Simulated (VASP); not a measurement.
**Pd: single point with LDA**

Crystal: Pd.

```xyz
2
Lattice="0.0000 2.8089 2.8089 2.8089 0.0000 2.8089 2.8089 2.8089 0.0000" Properties=species:S:1:pos:R:3 pbc="T T T"
Pd    0.7022    0.7022    0.7022
Pd    4.9156    4.9156    4.9156
```

- Program: VASP 6.6.1
- Task: single point
- Functional: LDA
- Potentials or basis: VASP PAW LDA potentials, release 64 (Pd)
- Cutoff: 520 eV
- k mesh: 10 × 10 × 10
- Occupations: fermi-dirac, width 0.05 eV
- Spin: collinear spin, ferromagnetic start
- Starting moments: [0.5, 0.5] μB

The pressure is -0.2 GPa and the net moment is 0.80 μB per cell. The site moments are Pd +0.39 μB and the valence electrons inside the program's atomic spheres are Pd 9.42.

Levels at points of the mesh, in eV from the Fermi level:
Spin up:
```csv
k point,band 7,band 8,band 9,band 10,band 11,band 12,band 13,band 14,band 15,band 16
"(0.00, 0.00, 0.00)",-1.67,-1.67,-1.67,-0.30,-0.30,12.21,12.21,12.21,12.59,12.62
"(0.50, 0.00, 0.00)",-1.28,-1.28,-0.52,-0.52,-0.36,1.25,8.82,8.82,10.68,13.00
"(0.50, 0.50, 0.00)",-2.20,-2.20,-0.32,-0.32,1.89,1.89,4.79,4.79,9.87,9.87
```
Spin down:
```csv
k point,band 8,band 9,band 10,band 11,band 12,band 13
"(0.00, 0.00, 0.00)",-1.42,-1.42,-0.03,-0.03,12.30,12.30
"(0.50, 0.00, 0.00)",-1.03,-0.31,-0.25,-0.25,1.45,8.91
"(0.50, 0.50, 0.00)",-1.97,-0.05,-0.05,2.05,2.05,4.84
```

Wall time 32 s on 1 thread of Intel(R) Xeon(R) 6975P-C (Granite Rapids), on a shared host, peak memory 0.2 GiB.
